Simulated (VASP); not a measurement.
# SiC (P6_3mc) in VASP: notebook, part 2 of 2

VASP 6.6.1. Earlier steps stand in the parts before.

### 3 Single point, LDA (volume 10.144 Å^3 an atom, c/a of the conventional cell 1.5768)

Contents of INCAR:

```
SYSTEM = SiC
PREC = Accurate
ENCUT = 520
EDIFF = 1E-7
ISMEAR = 0
SIGMA = 0.05
LREAL = .False.
LASPH = .True.
NELM = 60
ALGO = Normal
ISIF = 2
LWAVE = .False.
LCHARG = .False.
NBANDS = 16
```

Contents of KPOINTS:

```
regular mesh
0
Gamma
  12 12 6
  0 0 0
```

Contents of POSCAR:

```
SiC
1.0
    3.0973155902      0.0000000000      0.0000000000
   -1.5486577951      2.6823539847      0.0000000000
    0.0000000000      0.0000000000      4.8838472227
Si C
2 2
Direct
    0.3333333333      0.6666666667      0.0020969261
    0.6666666667      0.3333333333      0.5020969261
    0.3333333333      0.6666666667      0.3829030739
    0.6666666667      0.3333333333      0.8829030739
```

Potentials or basis: VASP PAW LDA potentials, release 64 (Si, C).

The run is started by

```sh
> cat potpaw_LDA.64/Si/POTCAR potpaw_LDA.64/C/POTCAR > POTCAR
> mpirun -np 1 vasp_std > vasp.out
```

OUTCAR:

```text
SYSTEM = SiC
   PREC = Accurate
   ENCUT = 520
   EDIFF = 1E-7
   ISMEAR = 0
   LREAL = .False.
   LASPH = .True.
   NELM = 60
   ISIF = 2

 ion  position               nearest neighbor table
   1  0.333  0.667  0.002-   3 1.86   4 1.88   4 1.88   4 1.88   2 3.03   2 3.03   2 3.03   2 3.03
                             2 3.03   2 3.03
   2  0.667  0.333  0.502-   4 1.86   3 1.88   3 1.88   3 1.88   1 3.03   1 3.03   1 3.03   1 3.03
                             1 3.03   1 3.03
   3  0.333  0.667  0.383-   1 1.86   2 1.88   2 1.88   2 1.88
   4  0.667  0.333  0.883-   2 1.86   1 1.88   1 1.88   1 1.88

  LATTYP: Found a hexagonal cell.
 ALAT       =     3.0973155902
 C/A-ratio  =     1.5768000000

  Lattice vectors:

 A1 = (   3.0973155902,   0.0000000000,   0.0000000000)
 A2 = (  -1.5486577951,   2.6823539847,   0.0000000000)
 A3 = (   0.0000000000,   0.0000000000,   4.8838472227)

Analysis of symmetry for initial positions (statically):
=====================================================================
 Subroutine PRICEL returns:
 Original cell was already a primitive cell.

 Routine SETGRP: Setting up the symmetry group for a
 hexagonal supercell.

 Subroutine GETGRP returns: Found 12 space group operations
 (whereof  6 operations were pure point group operations)
 out of a pool of 24 trial point group operations.

The static configuration has the point symmetry C_3v.
 The point group associated with its full space group is C_6v.

Analysis of symmetry for dynamics (positions and initial velocities):
=====================================================================
 Subroutine PRICEL returns:
 Original cell was already a primitive cell.

 Routine SETGRP: Setting up the symmetry group for a
 hexagonal supercell.

 Subroutine GETGRP returns: Found 12 space group operations
 (whereof  6 operations were pure point group operations)
 out of a pool of 24 trial point group operations.

The dynamic configuration has the point symmetry C_3v.
 The point group associated with its full space group is C_6v.

[... 119 lines left out ...]
   IALGO  =     38    algorithm
   IMIX   =      4    mixing-type and parameters
     AMIX     =   0.40;   BMIX     =  1.00
     AMIX_MAG =   1.60;   BMIX_MAG =  1.00
  volume/ion in A,a.u.               =      10.14        68.45
  Fermi-wavevector in a.u.,A,eV,Ry     =   1.200495  2.268606 19.608550  1.441188
  Thomas-Fermi vector in A             =   2.336329
   LORBIT       =      0    0 simple, 1 ext, 2 COOP (PROOUT), +10 PAW based schemes
   GGA     = CA    functional components
   LHFCALC =     F    Hartree Fock is set to
   AEXX    =    0.0000 exact exchange contribution
   IVDW    =     0    specifies the selected vdW correction
   LEPSILON=     F    determine dielectric tensor
   LRPA    =     F    only Hartree local field effects (RPA)
 non-spin polarized calculation
 Gauss-broadening in eV      SIGMA  =   0.05
  energy-cutoff  :      520.00
  volume of cell :       40.58
 maximum number of plane-waves:      1107
 NGX is ok and might be reduce to    24
   NGX = 11   NGY = 11   NGZ = 19

 number of electron      15.9999999 magnetization

 Free energy of the ion-electron system (eV)
  ---------------------------------------------------
  ext. energy  EPLUGINS =         0.00000000
  ---------------------------------------------------
  free energy    TOTEN  =       -33.20787344 eV

  energy without entropy =      -33.20787344  energy(sigma->0) =      -33.20787344

 E-fermi :   8.8398     XC(G=0): -11.6301

 val. band max:        8.6079468772   @ k =   0.0000   0.0000   0.0000
 cond. band min:      10.7651823662   @ k =   0.3333   0.3333   0.0000
 fundamental gap:      2.1572354890
 Fermi energy:         8.8397555676

 k-point     1 :       0.0000    0.0000    0.0000
  band No.  band energies     occupation
      1      -7.2018      2.00000
      2      -3.2009      2.00000
      3      -0.2457      2.00000
      4       6.8210      2.00000
      5       6.8210      2.00000
      6       8.3372      2.00000
[... 433 lines left out ...]
      3       0.9946      2.00000
      4       2.8015      2.00000
      5       3.6976      2.00000
      6       5.3094      2.00000
[... 8 lines left out ...]
     15      20.1024      0.00000
     16      20.2789      0.00000

 [... further k-points ...]
[... 5 lines left out ...]
  --------------------------------------------------------------------------------------
  -------------------------------------------------------------------------------------
  Total       -1.5799857     -1.5799857      3.4672932      0.0000000      0.0000000      0.0000000
  in kB      -62.3878648    -62.3878648    136.9107455      0.0000000      0.0000000      0.0000000
  external PRESSURE =       4.0450053 kB  Pullay stress =       0.0000000 kB

 VOLUME and BASIS-vectors are now :
 -----------------------------------------------------------------------------
  energy-cutoff  :      520.00
  volume of cell :       40.58
      direct lattice vectors                 reciprocal lattice vectors
     3.097315590  0.000000000  0.000000000     0.322860222  0.186403436  0.000000000
    -1.548657795  2.682353985  0.000000000     0.000000000  0.372806873  0.000000000
     0.000000000  0.000000000  4.883847223     0.000000000  0.000000000  0.204756610

 POSITION                                       TOTAL-FORCE (eV/Angst)
 -----------------------------------------------------------------------------------
     -0.00000      1.78824      0.01024        -0.000000      0.000000     -0.000836
      1.54866      0.89412      2.45216        -0.000000      0.000000     -0.000836
     -0.00000      1.78824      1.87004         0.000000     -0.000000      0.000836
      1.54866      0.89412      4.31196        -0.000000      0.000000      0.000836
 -----------------------------------------------------------------------------------
    total drift:                               -0.000000      0.000000      0.000126

  FREE ENERGIE OF THE ION-ELECTRON SYSTEM (eV)
  ---------------------------------------------------
  free  energy   TOTEN  =       -33.2078734398 eV

  energy  without entropy=      -33.2078734398  energy(sigma->0) =      -33.20787344
```

OSZICAR:

```text
N       E                     dE             d eps       ncg     rms          rms(c)
DAV:   1     0.204978600599E+02    0.20498E+02   -0.71566E+03  2432   0.895E+02
DAV:   2    -0.350402142406E+02   -0.55538E+02   -0.51172E+02  3400   0.159E+02
DAV:   3    -0.374174813148E+02   -0.23773E+01   -0.23699E+01  3264   0.303E+01
DAV:   4    -0.374359312785E+02   -0.18450E-01   -0.18448E-01  2888   0.331E+00
DAV:   5    -0.374361244627E+02   -0.19318E-03   -0.19318E-03  3256   0.316E-01    0.131E+01
DAV:   6    -0.333697522005E+02    0.40664E+01   -0.71930E+00  3088   0.165E+01    0.606E+00
DAV:   7    -0.332540375552E+02    0.11571E+00   -0.12334E+00  3480   0.650E+00    0.249E+00
DAV:   8    -0.332136247906E+02    0.40413E-01   -0.65478E-02  2880   0.154E+00    0.710E-01
DAV:   9    -0.332078004241E+02    0.58244E-02   -0.83136E-03  3144   0.625E-01    0.113E-01
DAV:  10    -0.332078687244E+02   -0.68300E-04   -0.61850E-04  2848   0.153E-01    0.611E-02
DAV:  11    -0.332078747701E+02   -0.60458E-05   -0.19824E-05  3256   0.328E-02    0.181E-02
DAV:  12    -0.332078740714E+02    0.69875E-06   -0.46800E-06  3040   0.134E-02    0.808E-03
DAV:  13    -0.332078734120E+02    0.65937E-06   -0.17642E-06  3224   0.815E-03    0.148E-03
DAV:  14    -0.332078734398E+02   -0.27761E-07   -0.12802E-07  1704   0.251E-03
   1 F= -.33207873E+02 E0= -.33207873E+02  d E =-.151046E-13
```

stdout:

```text
POSCAR found type information on POSCAR SiC
 POSCAR found :  2 types and       4 ions
 scaLAPACK will be used
 LDA part: xc-table for (Slater(with rela. corr.)+CA(PZ))
 , standard interpolation
 POSCAR, INCAR and KPOINTS ok, starting setup
 FFT: planning ... GRIDC
 FFT: planning ... GRID_SOFT
 FFT: planning ... GRID
 WAVECAR not read
 entering main loop
```

Wall time 35 s (1 thread of Intel Xeon Platinum 8175M at 2.50GHz (Skylake/Cascade Lake), shared host); peak memory 0.16 GiB.

What came out:

```
Free energy            : -33.2079 eV
Pressure               : 0.4 GPa
Band gap on the k mesh : 2.16 eV, indirect (least direct gap 3.58 eV)
```

 A k mesh can miss the band edges.

### 4 Single point, LDA (volume 10.955 Å^3 an atom, c/a of the conventional cell 1.5149)

Contents of INCAR:

```
SYSTEM = SiC
PREC = Accurate ; ENCUT = 520
EDIFF = 1E-7 ; ISMEAR = 0
SIGMA = 0.05 ; LREAL = .FALSE.
LASPH = .TRUE. ; NELM = 80
ALGO = Normal ; ISIF = 2
LWAVE = .FALSE. ; LCHARG = .TRUE.
GGA = CA ; LELF = .TRUE.
LVHAR = .TRUE. ; NBANDS = 16
```

Contents of KPOINTS:

```
regular mesh
0
G
  12 12 6
  0 0 0
```

Contents of POSCAR:

```
SiC
1.0
    3.2204700057      0.0000000000      0.0000000000
   -1.6102350029      2.7890088370      0.0000000000
    0.0000000000      0.0000000000      4.8786900116
Si C
2 2
Direct
    0.3333333333      0.6666666667      0.0004190836
    0.6666666667      0.3333333333      0.5004190836
    0.3333333333      0.6666666667      0.3845809164
    0.6666666667      0.3333333333      0.8845809164
```

The run is started by

```sh
> cat potpaw_LDA.64/Si/POTCAR potpaw_LDA.64/C/POTCAR > POTCAR
> mpirun -np 1 vasp_std > vasp.out
```

Run time: 39 s. Hardware: 1 thread of Intel Xeon Platinum 8175M at 2.50GHz (Skylake/Cascade Lake), shared host; peak memory 0.16 GiB.

It converged, with:

* Free energy: -32.8596 eV
* Pressure: -14.4 GPa
* Largest force: 0.004 eV/Å
* Band gap on the k mesh: 1.64 eV, indirect (least direct gap 2.73 eV)

Forces on the atoms (eV/Å):
```
Si   0.000  0.000 -0.004
Si   0.000  0.000 -0.004
C    0.000  0.000  0.004
C    0.000  0.000  0.004
```

Stress tensor (GPa, compression positive):
```
-26.08   0.00   0.00
  0.00 -26.08   0.00
  0.00   0.00   8.83
```

Levels at points of the mesh, in eV from the valence-band top:
| k point | band 6 | band 7 | band 8 | band 9 | band 10 | band 11 |
| --- | --- | --- | --- | --- | --- | --- |
| (0.00, 0.00, 0.00) | -0.44 | -0.44 | 0.00 | 2.73 | 5.32 | 5.32 |
| (0.50, 0.00, 0.00) | -3.94 | -3.41 | -1.41 | 1.64 | 4.30 | 6.03 |
| (0.00, 0.00, 0.50) | -1.36 | -1.36 | -1.36 | 4.14 | 4.14 | 6.09 |
| (0.50, 0.00, 0.50) | -2.93 | -2.13 | -2.13 | 2.84 | 2.84 | 5.03 |

 A k mesh can miss the band edges.

### 5 Single point, LDA (volume 10.955 Å^3 an atom, c/a of the conventional cell 1.6413)

Contents of INCAR:

```
SYSTEM = SiC
PREC = Accurate
ENCUT = 520
EDIFF = 1E-6
ISMEAR = 0
SIGMA = 0.05
LREAL = .FALSE.
LASPH = .TRUE.
NELM = 100
ALGO = Normal
ISIF = 2
LWAVE = .FALSE.
LCHARG = .TRUE.
LELF = .TRUE.
LVHAR = .TRUE.
NBANDS = 16
```

KPOINTS is that of step 4.

Contents of POSCAR:

```
SiC
1.0
    3.1355698038      0.0000000000      0.0000000000
   -1.5677849019      2.7154831055      0.0000000000
    0.0000000000      0.0000000000      5.1464622868
Si C
2 2
Direct
    0.3333333333      0.6666666667      0.0045712932
    0.6666666667      0.3333333333      0.5045712932
    0.3333333333      0.6666666667      0.3804287068
    0.6666666667      0.3333333333      0.8804287068
```

Potentials or basis: VASP PAW LDA potentials, release 64 (Si, C).

The run is started by

```sh
> cat potpaw_LDA.64/Si/POTCAR potpaw_LDA.64/C/POTCAR > POTCAR
> mpirun -np 1 vasp_std > vasp.out
```

OUTCAR:

```text
SYSTEM = SiC
   PREC = Accurate
   ENCUT = 520
   EDIFF = 1E-6
   ISMEAR = 0
   LREAL = .FALSE.
   LASPH = .TRUE.
   NELM = 100
   ISIF = 2

 ion  position               nearest neighbor table
   1  0.333  0.667  0.005-   4 1.92   4 1.92   4 1.92   3 1.93   2 3.15   2 3.15   2 3.15   2 3.15
                             2 3.15   2 3.15
   2  0.667  0.333  0.505-   3 1.92   3 1.92   3 1.92   4 1.93   1 3.15   1 3.15   1 3.15   1 3.15
                             1 3.15   1 3.15
   3  0.333  0.667  0.380-   2 1.92   2 1.92   2 1.92   1 1.93
   4  0.667  0.333  0.880-   1 1.92   1 1.92   1 1.92   2 1.93

[... 661 lines left out ...]
  -------------------------------------------------------------------------------------
  Total       -4.1005513     -4.1005513     -4.0219571      0.0000000      0.0000000      0.0000000
  in kB     -149.9272096   -149.9272096   -147.0535946      0.0000000      0.0000000      0.0000000
  external PRESSURE =    -148.9693379 kB  Pullay stress =       0.0000000 kB

 VOLUME and BASIS-vectors are now :
 -----------------------------------------------------------------------------
  energy-cutoff  :      520.00
  volume of cell :       43.82
      direct lattice vectors                 reciprocal lattice vectors
     3.135569804  0.000000000  0.000000000     0.318921301  0.184129299  0.000000000
    -1.567784902  2.715483106  0.000000000     0.000000000  0.368258598  0.000000000
     0.000000000  0.000000000  5.146462287     0.000000000  0.000000000  0.194308234

 POSITION                                       TOTAL-FORCE (eV/Angst)
 -----------------------------------------------------------------------------------
     -0.00000      1.81032      0.02353         0.000000      0.000000     -0.008551
      1.56778      0.90516      2.59676        -0.000000     -0.000000     -0.008551
     -0.00000      1.81032      1.95786        -0.000000      0.000000      0.008551
      1.56778      0.90516      4.53109         0.000000     -0.000000      0.008551
 -----------------------------------------------------------------------------------
    total drift:                                0.000000      0.000000     -0.000057

  FREE ENERGIE OF THE ION-ELECTRON SYSTEM (eV)
  ---------------------------------------------------
  free  energy   TOTEN  =       -33.1208328202 eV

  energy  without entropy=      -33.1208328202  energy(sigma->0) =      -33.12083282
```

OSZICAR:

```text
N       E                     dE             d eps       ncg     rms          rms(c)
DAV:   1     0.212867806445E+02    0.21287E+02   -0.70262E+03  2440   0.886E+02
DAV:   2    -0.342969237894E+02   -0.55584E+02   -0.50802E+02  3504   0.155E+02
DAV:   3    -0.368454673971E+02   -0.25485E+01   -0.25392E+01  3224   0.306E+01
DAV:   4    -0.368672151948E+02   -0.21748E-01   -0.21744E-01  2976   0.352E+00
DAV:   5    -0.368674600568E+02   -0.24486E-03   -0.24486E-03  3176   0.351E-01    0.120E+01
DAV:   6    -0.332347890760E+02    0.36327E+01   -0.67234E+00  3072   0.158E+01    0.541E+00
DAV:   7    -0.331660190233E+02    0.68770E-01   -0.10375E+00  3440   0.588E+00    0.233E+00
DAV:   8    -0.331262808924E+02    0.39738E-01   -0.54899E-02  2744   0.144E+00    0.658E-01
DAV:   9    -0.331207478062E+02    0.55331E-02   -0.71468E-03  3168   0.579E-01    0.114E-01
DAV:  10    -0.331208290647E+02   -0.81259E-04   -0.66166E-04  2800   0.152E-01    0.645E-02
DAV:  11    -0.331208337980E+02   -0.47333E-05   -0.32233E-05  3176   0.393E-02    0.141E-02
DAV:  12    -0.331208328202E+02    0.97776E-06   -0.75793E-06  2952   0.168E-02
   1 F= -.33120833E+02 E0= -.33120833E+02  d E =-.216243E-12
```

It took 31 s on 1 thread of Intel Xeon Platinum 8175M at 2.50GHz (Skylake/Cascade Lake), shared host; peak memory 0.17 GiB.

Results:

| Property | Result |
| --- | --- |
| Free energy | -33.1208 eV |
| Pressure | -14.9 GPa |
| Largest force | 0.009 eV/Å |
| Band gap on the k mesh | 2.25 eV, indirect (least direct gap 3.76 eV) |

Forces in eV/Å, atoms in the order of the input:
```
Si   0.000  0.000 -0.009
Si   0.000  0.000 -0.009
C    0.000  0.000  0.009
C    0.000  0.000  0.009
```

Stress tensor (GPa, compression positive):
```
-14.99   0.00   0.00
  0.00 -14.99   0.00
  0.00   0.00 -14.71
```

 A k mesh can miss the band edges.

### 6 Single point, LDA (volume 10.955 Å^3 an atom, c/a of the conventional cell 1.7783)

Contents of INCAR:

```
ALGO     = Normal         # electronic algorithm
EDIFF    = 1E-6           # SCF threshold, eV
ENCUT    = 520            # plane-wave cutoff, eV
ISIF     = 2              # what is computed and relaxed
ISMEAR   = 0              # smearing method
LASPH    = T              # aspherical terms in the spheres
LCHARG   = F              # write CHGCAR
LREAL    = F              # projectors in reciprocal space
LWAVE    = F              # write WAVECAR
NBANDS   = 16             # bands
NELM     = 100            # most SCF steps
PREC     = Accurate       # precision mode
SIGMA    = 0.05           # smearing width, eV
```

Contents of KPOINTS:

```
k-points
0
Gamma
  12 12 6
```

Contents of POSCAR:

```
SiC
1.0
    3.0528976014      0.0000000000      0.0000000000
   -1.5264488007      2.6438868780      0.0000000000
    0.0000000000      0.0000000000      5.4289678046
Si C
2 2
Direct
    0.3333333333      0.6666666667      0.0060126961
    0.6666666667      0.3333333333      0.5060126961
    0.3333333333      0.6666666667      0.3789873039
    0.6666666667      0.3333333333      0.8789873039
```

Potentials or basis: VASP PAW LDA potentials, release 64 (Si, C).

The run is started by

```sh
> cat potpaw_LDA.64/Si/POTCAR potpaw_LDA.64/C/POTCAR > POTCAR
> mpirun -np 1 vasp_std > vasp.out
```

It took 28 s on 1 thread of Intel Xeon Platinum 8175M at 2.50GHz (Skylake/Cascade Lake), shared host; peak memory 0.17 GiB.

Results (log left out):

* Free energy: -32.8615 eV
* Pressure: -13.5 GPa
* Largest force: 0.003 eV/Å
* Band gap on the k mesh: 1.85 eV, indirect (least direct gap 3.85 eV)

Forces in eV/Å, atoms in the order of the input:
```
Si   0.000  0.000  0.003
Si   0.000  0.000  0.003
C    0.000  0.000 -0.003
C    0.000  0.000 -0.003
```

Stress tensor (GPa, compression positive):
```
 -1.66   0.00   0.00
  0.00  -1.66   0.00
  0.00   0.00 -37.15
```

Levels at points of the mesh, in eV from the valence-band top:
| k point | band 6 | band 7 | band 8 | band 9 | band 10 | band 11 |
| --- | --- | --- | --- | --- | --- | --- |
| (0.00, 0.00, 0.00) | -0.70 | 0.00 | 0.00 | 3.85 | 5.37 | 6.73 |
| (0.50, 0.00, 0.00) | -3.26 | -2.95 | -1.38 | 3.01 | 3.46 | 6.06 |
| (0.00, 0.00, 0.50) | -0.50 | -0.50 | -0.50 | 6.08 | 6.08 | 7.35 |
| (0.50, 0.00, 0.50) | -2.74 | -2.28 | -2.28 | 2.58 | 2.58 | 4.68 |

### 7 Summary

| cell | gap on the mesh (eV) | pressure (GPa) | largest force (eV/Å) |
| --- | --- | --- | --- |
| a = 3.016, b = 3.016, c = 5.152 Å, angles 90.0, 90.0, 120.0°, 4 atoms | 1.80 | 0.7 | 0.01 |
| a = 3.097, b = 3.097, c = 4.884 Å, angles 90.0, 90.0, 120.0°, 4 atoms | 2.16 | 0.4 | - |
| a = 3.220, b = 3.220, c = 4.879 Å, angles 90.0, 90.0, 120.0°, 4 atoms | 1.64 | -14.4 | - |
| a = 3.136, b = 3.136, c = 5.146 Å, angles 90.0, 90.0, 120.0°, 4 atoms | 2.25 | -14.9 | 0.01 |
| a = 3.053, b = 3.053, c = 5.429 Å, angles 90.0, 90.0, 120.0°, 4 atoms | 1.85 | -13.5 | - |

Alike in all rows: task single point; level LDA; potentials or basis VASP PAW LDA potentials, release 64 (Si, C); no spin polarisation; k mesh 12 × 12 × 6; cutoff (eV) 520; smearing gaussian 0.05 eV.

Absolute energies hang on the potentials; compare differences alone.
